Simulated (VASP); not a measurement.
HfO2, 3 atoms in the cell. Symmetry: Fm-3m, No. 225, cubic system. The conventional cell has a = 5.182 Å, b = 5.182 Å, c = 5.182 Å, α = 90.00°, β = 90.00°, γ = 90.00°. Within 3.0 Å of Hf (site symmetry m-3m) lie 8 O at 2.24 Å. Within 3.0 Å of O (site symmetry -43m) lie 4 Hf at 2.24 Å and 6 O at 2.59 Å. 

```yaml
Program: VASP 6.6.1
Task: single point
Functional: PBEsol
Potentials_or_basis: VASP PAW PBE potentials, release 64 (Hf_pv, O)
Cutoff: 520 eV
k_mesh: 9 × 9 × 9
Occupations: fermi-dirac, width 0.05 eV
Spin: non-collinear spin, zero start, spin-orbit coupling
Starting_moments: "[[0.0, 0.0, 0.0], [0.0, 0.0, 0.0], [0.0, 0.0, 0.0]] μB"
Dipole_correction: no
Further_INCAR_settings: ALGO = Normal; EDIFF = 1e-07; NBANDS = 35
```

Potentials or basis: VASP PAW PBE potentials, release 64 (Hf_pv, O).

Run with:

```sh
$ cat potpaw_PBE.64/Hf_pv/POTCAR potpaw_PBE.64/O/POTCAR > POTCAR
$ mpirun -np 1 vasp_ncl > vasp.out
```

Hardware: 1 thread of Intel(R) Xeon(R) 6975P-C (Granite Rapids), with other jobs on the host.

Q: How long does it take, and how much memory?

A: Run time: 50 s on 1 thread of Intel(R) Xeon(R) 6975P-C (Granite Rapids), on a shared host, peak memory 0.28 GiB. Counts: scf iterations 16, k points 35.
